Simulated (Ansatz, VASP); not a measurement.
**WC in VASP and in Ansatz**

The input INCAR:

```
PREC = Accurate
ENCUT = 600
EDIFF = 1E-6
ISMEAR = -1
SIGMA = 0.05
LREAL = False
LASPH = True
NELM = 80
ALGO = Normal
ISIF = 3
LWAVE = False
LCHARG = False
GGA = RP
IVDW = 12
IBRION = 2
NSW = 60
EDIFFG = -0.01
```

The input KPOINTS:

```
Automatic mesh
0
Gamma
  10 10 6
```

Contents of POSCAR:

```
WC
1.0
    1.6403461100     -2.1180379000      0.0000000000
    1.6403461100      2.1180379000      0.0000000000
    0.0000000000      0.0000000000      4.3094211000
W C
1 1
Direct
    0.5000000000      0.5000000000      0.5000000000
    0.0000000000      0.0000000000      0.0000000000
```

File input.yaml:

```yaml
crystal:
  lattice:
    - [1.64034611, -2.1180379, 0.0]
    - [1.64034611, 2.1180379, 0.0]
    - [0.0, 0.0, 4.3094211]
  atoms:
    - { symbol: W, position: [0.5, 0.5, 0.5] }
    - { symbol: C, position: [0.0, 0.0, 0.0] }
hamiltonian:
  xc: rpbe
  pseudopotentials: { kind: paw }
  dispersion: d3bj
kpoints:
  mp_grid: { grid: [10, 10, 6] }
scf:
  occupations: { method: fermi_dirac, width: 0.05 }
output:
  forces: true
  stress: true
  eigenvalues: true
  write_density: true
  write_potential: true
  elf: true
  volumetric_format: npy
relax:
  f_tol: 0.01
  max_steps: 40
  cell: { stress_tol: 0.05 }
```

Alike in both runs: task relaxation of cell and atoms; functional RPBE; dispersion D3(BJ); k mesh 10 × 10 × 6; occupations fermi-dirac, width 0.05 eV; no spin polarisation.

|  | VASP | Ansatz |
| --- | --- | --- |
| version | VASP 6.6.1 | Ansatz 0.2.0 |
| potentials or method | VASP PAW PBE potentials, release 64 (W_sv, C) | Ansatz PAW |
| plane-wave cutoff (eV) | 600 | 420 |
| valence electrons in the cell | 18 | 18 |

VASP gave:

| Property | Result |
| --- | --- |
| gap on the k mesh at the Fermi level, each at its own relaxed structure (eV) | none |
| relaxed volume (Å³/atom) | 10.09 |
| relaxed cell length with the largest relative difference (Å) | 2.763 |

Question: What did Ansatz give for the same quantities?

Answer: gap on the k mesh at the Fermi level, each at its own relaxed structure (eV): none; relaxed volume (Å³/atom): 10.07; relaxed cell length with the largest relative difference (Å): 2.760.

VASP's potentials were made for PBE, not for RPBE. A gap of «none» marks a metal or a gap that the smearing closes.

Neither program's run includes spin-orbit coupling. Noted on VASP's run: the volume moved by over 15 % at a fixed basis, so the end points are rough. Noted on Ansatz's run: the volume moved by over 15 % at a fixed basis, so the end points are rough; the plane-wave basis is chosen anew once the cell has moved, so the energies of steps on either side of that aren't comparable.
